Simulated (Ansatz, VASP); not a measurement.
# Mg: VASP beside Ansatz

File INCAR:

```
SYSTEM = Mg
PREC     = Accurate       ! precision mode
ENCUT    = 520            ! plane-wave cutoff, eV
EDIFF    = 1E-6           ! SCF threshold, eV
ISMEAR   = -1             ! smearing method
SIGMA    = 0.08           ! smearing width, eV
LREAL    = .FALSE.        ! projectors in reciprocal space
LASPH    = .TRUE.         ! aspherical terms in the spheres
NELM     = 60             ! most SCF steps
ALGO     = Normal         ! electronic algorithm
ISIF     = 2              ! what is computed and relaxed
LWAVE    = .FALSE.        ! write WAVECAR
LCHARG   = .FALSE.        ! write CHGCAR
GGA      = PE             ! functional
NBANDS   = 9              ! bands
```

Contents of KPOINTS:

```
regular mesh
0
G
  12 12 7
  0 0 0
```

Contents of POSCAR:

```
Mg
1.0
    3.2092715325      0.0000000000      0.0000000000
   -1.6046357662      2.7793106748      0.0000000000
    0.0000000000      0.0000000000      5.1061234000
Mg
2
Direct
    0.3333333333      0.6666666667      0.2500000000
    0.6666666667      0.3333333333      0.7500000000
```

Input for Ansatz:

```yaml
crystal:
  lattice:
    - [3.2092715325, 0.0, 0.0]
    - [-1.6046357662, 2.7793106748, 0.0]
    - [0.0, 0.0, 5.1061234]
  atoms:
    - { symbol: Mg, position: [0.3333333333, 0.6666666667, 0.25] }
    - { symbol: Mg, position: [0.6666666667, 0.3333333333, 0.75] }
kpoints:
  mp_grid: { grid: [12, 12, 7] }
  band_path:
    path:
      - [0.0, 0.0, 0.0]
      - [0.5, 0.0, 0.0]
      - [0.3333333333, 0.3333333333, 0.0]
      - [0.0, 0.0, 0.0]
      - [0.0, 0.0, 0.5]
      - [0.5, 0.0, 0.5]
      - [0.3333333333, 0.3333333333, 0.5]
      - [0.0, 0.0, 0.5]
      - [0.5, 0.0, 0.5]
    npoints: 5
scf:
  occupations: { method: fermi_dirac, width: 0.08 }
hamiltonian:
  xc: pbe
  pseudopotentials: { kind: all_electron, lapw: { basis_error: 0.0005 } }
output:
  forces: true
  stress: true
  eigenvalues: true
```

Change from the starting cell: zz strain of -2 %.

Alike in both runs: task single point; functional PBE; k mesh 12 × 12 × 7; occupations fermi-dirac, width 0.08 eV; no spin polarisation.

```csv
,VASP,Ansatz
version,VASP 6.6.1,Ansatz 0.2.0
potentials or method,"VASP PAW PBE potentials, release 64 (Mg), cutoff 520 eV","all-electron LAPW, scalar-relativistic"
```

VASP gave:

```
pressure (GPa)                                                : 0.2
traceless stress, the component that is largest in VASP (GPa) : 0.25
```

Which values does Ansatz return?

Pressure (GPa): 0.3; traceless stress, the component that is largest in VASP (GPa): 0.25.

Ansatz ran all-electron here, and VASP with PAW potentials.
